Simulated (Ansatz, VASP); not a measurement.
One calculation of C, two programs

The input INCAR:

```
SYSTEM = C
PREC = Accurate
ENCUT = 520
EDIFF = 1E-7
ISMEAR = 0
SIGMA = 0.05
LREAL = .FALSE.
LASPH = .TRUE.
NELM = 60
ALGO = Normal
ISIF = 2
LWAVE = .FALSE.
LCHARG = .FALSE.
GGA = PS
NBANDS = 31
```

Contents of KPOINTS:

```
regular mesh
0
G
  12 12 12
  0 0 0
```

POSCAR

```
C
1.0
    1.2158000000      0.7019424573     10.8664000000
   -1.2158000000      0.7019424573     10.8664000000
    0.0000000000     -1.4038849146     10.8664000000
C
10
Direct
    0.0248220069      0.0248220069      0.0248220069
    0.9751779931      0.9751779931      0.9751779931
    0.1086877374      0.1086877374      0.1086877374
    0.8913122626      0.8913122626      0.8913122626
    0.1583652898      0.1583652898      0.1583652898
    0.8416347102      0.8416347102      0.8416347102
    0.3748635523      0.3748635523      0.3748635523
    0.6251364477      0.6251364477      0.6251364477
    0.4253181912      0.4253181912      0.4253181912
    0.5746818088      0.5746818088      0.5746818088
```

Input for Ansatz:

```yaml
crystal:
  lattice:
    - [1.2158, 0.7019424573, 10.8664]
    - [-1.2158, 0.7019424573, 10.8664]
    - [0.0, -1.4038849146, 10.8664]
  atoms:
    - { symbol: C, position: [0.0248220069, 0.0248220069, 0.0248220069] }
    - { symbol: C, position: [0.9751779931, 0.9751779931, 0.9751779931] }
    - { symbol: C, position: [0.1086877374, 0.1086877374, 0.1086877374] }
    - { symbol: C, position: [0.8913122626, 0.8913122626, 0.8913122626] }
    - { symbol: C, position: [0.1583652898, 0.1583652898, 0.1583652898] }
    - { symbol: C, position: [0.8416347102, 0.8416347102, 0.8416347102] }
    - { symbol: C, position: [0.3748635523, 0.3748635523, 0.3748635523] }
    - { symbol: C, position: [0.6251364477, 0.6251364477, 0.6251364477] }
    - { symbol: C, position: [0.4253181912, 0.4253181912, 0.4253181912] }
    - { symbol: C, position: [0.5746818088, 0.5746818088, 0.5746818088] }
basis:
  ecutwfc: 520.0
kpoints:
  mp_grid: { grid: [12, 12, 12] }
hamiltonian:
  xc: pbesol
  pseudopotentials: { kind: paw, azcp: { folder: soft_1 } }
scf:
  occupations: { method: gaussian, width: 0.05 }
output:
  forces: true
  stress: true
  eigenvalues: true
```

Alike in both runs: task single point; functional PBEsol; k mesh 12 × 12 × 12; occupations gaussian, width 0.05 eV; no spin polarisation.

|  | VASP | Ansatz |
| --- | --- | --- |
| version | VASP 6.6.1 | Ansatz 0.2.0 |
| potentials or method | VASP PAW PBE potentials, release 64 (C), cutoff 520 eV | scalar-relativistic, plane waves, PAW |
| valence electrons in the cell | 40 | 40 |

VASP gave:

| Property | Result |
| --- | --- |
| gap on the k mesh at the Fermi level (eV) | 3.28 |
| least direct gap on the mesh (eV) | 3.28 |
| pressure (GPa) | 9.0 |
| traceless stress, the component that is largest in VASP (GPa) | -65.03 |
| rms of the force components (eV/Å) | 0.030 |

Q: Which values does Ansatz return?

A: gap on the k mesh at the Fermi level (eV): 3.28; least direct gap on the mesh (eV): 3.28; pressure (GPa): 7.8; traceless stress, the component that is largest in VASP (GPa): -64.60; rms of the force components (eV/Å): 0.036.

VASP's potentials were made for PBE, not for PBEsol, and Ansatz warns of the same on its side. Atom by atom the forces differ by 0.018 eV/Å (rms over components). The functional is the same, so the differences come from potentials, cutoffs and numerics.
